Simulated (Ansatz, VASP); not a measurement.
# Two plane-wave programs on In2SbAs

```xyz
4
Lattice="4.5844 0.0000 0.0000 0.0000 4.5844 0.0000 0.0000 0.0000 6.4686" Properties=species:S:1:pos:R:3 pbc="T T T"
As    0.0000    0.0000    0.0000
In    0.0000    2.2922    4.9584
In    2.2922    0.0000    1.5102
Sb    2.2922    2.2922    3.2343
```

Alike in both runs: task single point; functional PBE; k mesh 6 × 6 × 4; occupations fermi-dirac, width 0.02 eV; no spin polarisation.

```csv
,VASP,Ansatz
version,VASP 6.6.1,Ansatz 0.2.0
potentials or method,"VASP PAW PBE potentials, release 64 (As, In_d, Sb)","plane waves, PAW"
plane-wave cutoff (eV),520,420
valence electrons in the cell,36,56
```

```csv
,VASP,Ansatz,Ansatz less VASP
pressure (GPa),-1.2,-1.2,0.00
rms of the force components (eV/Å),0.009,0.006,-0.0027
```

VASP's potentials hold 36 valence electrons a cell and Ansatz's 56, so a difference there can come from the potentials and not from the codes.

Spin-orbit coupling is off throughout.
